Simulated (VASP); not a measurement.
Input of a VASP 6.6.1 run:

File INCAR:

```
SYSTEM = C
ALGO = Normal ; EDIFF = 1E-6
ENCUT = 520 ; GGA = PS
ISIF = 2 ; ISMEAR = 0
IVDW = 12 ; LASPH = .TRUE.
LCHARG = .TRUE. ; LELF = .TRUE.
LREAL = .FALSE. ; LVHAR = .TRUE.
LWAVE = .FALSE. ; NBANDS = 11
NELM = 60 ; PREC = Accurate
SIGMA = 0.15
```

File KPOINTS:

```
k-points
0
G
  21 21 12
  0 0 0
```

File POSCAR:

```
C
1.0
    2.3962167908      0.0000000000      0.0000000000
   -1.1981083954      2.0751846138      0.0000000000
    0.0000000000      0.0000000000      3.4412451853
C
2
Direct
    0.3333333333      0.6666666667      0.0000000000
    0.6666666667      0.3333333333      0.0000000000
```

Potentials or basis: VASP PAW PBE potentials, release 64 (C).

Launch:

```sh
$ cat potpaw_PBE.64/C/POTCAR > POTCAR
$ mpirun -np 1 vasp_std > vasp.out
```

(1) Estimate the dispersion energy per atom.

(2) Estimate the band gap on the k mesh.

(3) What does it give for the pressure?

Results:

(1) -0.106 eV.

(2) zero (band 4 reaches 5.51 eV, above the bottom of band 5 at 4.37 eV).

(3) 25.4 GPa.

Caveat: the PAW data sets were made with another functional, which shifts forces and pressure a little.
